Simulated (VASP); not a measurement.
Runs of VASP 6.6.1 on CaS. The structure is that of space group Fm-3m (No. 225), or close to it. The cells are those of the table. 

| level | cell | cutoff (eV) | gap on the mesh (eV) | pressure (GPa) |
| --- | --- | --- | --- | --- |
| BLYP+D3(BJ) | a = 4.019 Å, angles 60.0°, 2 atoms | 500 | 2.44 | (b) |
| PBE+D3(BJ) | a = 3.930 Å, angles 60.0°, 2 atoms | 500 | 2.17 | 3.0 |
| BLYP+D3(BJ) | a = 3.940 Å, angles 60.0°, 2 atoms | 500 | 2.30 | 1.5 |
| BLYP | a = 4.144 Å, angles 60.0°, 2 atoms | 500 | 2.60 | -1.8 |
| r2SCAN | a = 4.079 Å, angles 60.0°, 2 atoms | 550 | 2.89 | -1.9 |
| revPBE | a = 4.052 Å, angles 60.0°, 2 atoms | 500 | (a) | 1.2 |
| BLYP+D3(BJ) | a = 3.966 Å, angles 60.0°, 2 atoms | 500 | 2.35 | 0.2 |
| BLYP | a = 4.091 Å, angles 60.0°, 2 atoms | 500 | 2.54 | 0.1 |

Alike in all rows: task single point; potentials or basis VASP PAW PBE potentials, release 64 (Ca_sv, S); no spin polarisation; k mesh 8 × 8 × 8; smearing gaussian 0.05 eV.

Task: Fill in the values left out.

Result: (a) 2.49; (b) -2.2.

Caveats: the PAW data sets were made with another functional, which shifts forces and pressure a little (some runs).

A k mesh can miss the band edges.
